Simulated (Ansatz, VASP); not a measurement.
MgI2: VASP beside Ansatz

INCAR

```
SYSTEM = MgI2
ALGO = Normal
EDIFF = 1E-7
ENCUT = 520
ISIF = 2
ISMEAR = 0
LASPH = .True.
LCHARG = .False.
LREAL = .False.
LWAVE = .False.
NBANDS = 15
NELM = 60
PREC = Accurate
SIGMA = 0.05
```

The input KPOINTS:

```
k-points
0
Gamma
  6 6 4
  0 0 0
```

Contents of POSCAR:

```
MgI2
1.0
    3.9657052472      0.0000000000      0.0000000000
   -1.9828526236      3.4344014880      0.0000000000
    0.0000000000      0.0000000000      6.5052162191
Mg I
1 2
Direct
    0.0000000000      0.0000000000      0.0000000000
    0.3333333333      0.6666666667      0.7448732377
    0.6666666667      0.3333333333      0.2551267623
```

Input for Ansatz:

```yaml
crystal:
  lattice:
    - [3.9657052472, 0.0, 0.0]
    - [-1.9828526236, 3.434401488, 0.0]
    - [0.0, 0.0, 6.5052162191]
  atoms:
    - { symbol: Mg, position: [0.0, 0.0, 0.0] }
    - { symbol: I, position: [0.3333333333, 0.6666666667, 0.7448732377] }
    - { symbol: I, position: [0.6666666667, 0.3333333333, 0.2551267623] }
basis:
  ecutwfc: 520.0
kpoints:
  mp_grid: { grid: [6, 6, 4] }
hamiltonian:
  xc: lda
scf:
  occupations: { method: gaussian, width: 0.05 }
output:
  forces: true
  stress: true
  eigenvalues: true
```

Alike in both runs: task single point; functional LDA; k mesh 6 × 6 × 4; occupations gaussian, width 0.05 eV; no spin polarisation.

|  | VASP | Ansatz |
| --- | --- | --- |
| version | VASP 6.6.1 | Ansatz 0.2.0 |
| potentials or method | VASP PAW LDA potentials, release 64 (Mg, I), cutoff 520 eV | scalar-relativistic, plane waves, PAW |
| valence electrons in the cell | 16 | 44 |

```tsv
	VASP	Ansatz	Ansatz less VASP
gap on the k mesh at the Fermi level (eV)	3.32	3.34	+0.022
least direct gap on the mesh (eV)	3.89	3.88	-0.011
pressure (GPa)	2.4	2.5	+0.10
traceless stress, the component that is largest in VASP (GPa)	-0.45	-0.47	-0.021
rms of the force components (eV/Å)	0.046	0.050	+0.0033
```

LDA's correlation is that of Perdew and Zunger in VASP and of Perdew and Wang (1992) in Ansatz. Atom by atom the forces differ by 0.003 eV/Å (rms over components). VASP's potentials hold 16 valence electrons a cell and Ansatz's 44, so a difference there can come from the potentials and not from the codes.

Spin-orbit coupling is off throughout.
